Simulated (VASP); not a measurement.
Input of a VASP 6.6.1 run:

The input INCAR:

```
SYSTEM = GaN
PREC = Accurate ; ENCUT = 600
EDIFF = 1E-6 ; ISMEAR = 0
SIGMA = 0.1 ; LREAL = .False.
LASPH = .True. ; NELM = 60
ALGO = Normal ; ISIF = 3
LWAVE = .False. ; LCHARG = .False.
GGA = PE ; IBRION = 2
NSW = 90 ; EDIFFG = -0.04
```

File KPOINTS:

```
regular mesh
0
Gamma
  6 6 6
  0 0 0
```

The input POSCAR:

```
GaN
1.0
    3.0233078800      0.0000000000      0.0000000000
   -1.5116539400      2.6182614200      0.0000000000
    0.0000000000      0.0000000000      2.9487791000
Ga N
1 1
Direct
    0.6666666700      0.3333333300      0.5000000000
    0.0000000000      0.0000000000      0.0000000000
```

Potentials or basis: VASP PAW PBE potentials, release 64 (Ga_d, N).

The run is started by

```bash
$ cat potpaw_PBE.64/Ga_d/POTCAR potpaw_PBE.64/N/POTCAR > POTCAR
$ mpirun -np 1 vasp_std > vasp.out
```

**Question.** What does it give for the space group after relaxing (to 0.05 Å)?

**Answer.** P-6m2 (No. 187).

**Question.** Predict the relaxed volume.

**Answer.** 10.43 Å³/atom.

**Question.** Estimate the relaxed cell.

**Answer.** a = 2.998 Å, b = 2.998 Å, c = 2.678 Å, α = 90.00°, β = 90.00°, γ = 120.00°.

Final structure:
```
Ga N
1.0
     2.99839    0.00000    0.00000
    -1.49919    2.59668    0.00000
     0.00000    0.00000    2.67795
Ga N
1 1
Direct
  0.66667 0.33333 0.50000
  0.00000 0.00000 0.00000
```

Caveat: the k points lie up to 0.40 Å⁻¹ apart in the final cell.
